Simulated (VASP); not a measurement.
A run of VASP 6.6.1 is set up as follows.

INCAR

```
SYSTEM = Si
ALGO     = Normal         ! electronic algorithm
EDIFF    = 1E-6           ! SCF threshold, eV
ENCUT    = 520            ! plane-wave cutoff, eV
GGA      = PE             ! functional
ISIF     = 2              ! what is computed and relaxed
ISMEAR   = 0              ! smearing method
LASPH    = .TRUE.         ! aspherical terms in the spheres
LCHARG   = .FALSE.        ! write CHGCAR
LREAL    = .FALSE.        ! projectors in reciprocal space
LWAVE    = .FALSE.        ! write WAVECAR
NBANDS   = 26             ! bands
NELM     = 60             ! most SCF steps
PREC     = Accurate       ! precision mode
SIGMA    = 0.15           ! smearing width, eV
```

Contents of KPOINTS:

```
k-points
0
G
  10 10 10
  0 0 0
```

File POSCAR:

```
Si
1.0
   -3.3441731918      3.3441731918      3.2124127681
    3.3441731918     -3.3441731918      3.2124127681
    3.3441731918      3.3441731918     -3.2124127681
Si
8
Direct
    0.2028545115      0.2028545115      0.2028545115
    0.5000000000      0.0000000000      0.2971454885
    0.2971454885      0.5000000000      0.0000000000
    0.0000000000      0.2971454885      0.5000000000
    0.7971454885      0.7971454885      0.7971454885
    0.5000000000      0.0000000000      0.7028545115
    0.7028545115      0.5000000000      0.0000000000
    0.0000000000      0.7028545115      0.5000000000
```

Potentials or basis: VASP PAW PBE potentials, release 64 (Si).

Run with:

```console
$ cat potpaw_PBE.64/Si/POTCAR > POTCAR
$ mpirun -np 1 vasp_std > vasp.out
```

Question: Estimate the band gap on the k mesh.

Answer: Zero (bands 16 and 17 overlap by 0.13 eV).

Question: Predict the pressure.

Answer: 2.7 GPa.

Question: What does it give for the largest force?

Answer: 0.295 eV/Å.

Stress tensor (GPa, compression positive):
```
0.64 0.00 0.00
0.00 0.73 0.00
0.00 0.00 6.75
```

Caveat: the stress differs along the axes, from 1 to 7 GPa; semilocal functionals underestimate gaps, and a narrow one can read as zero.
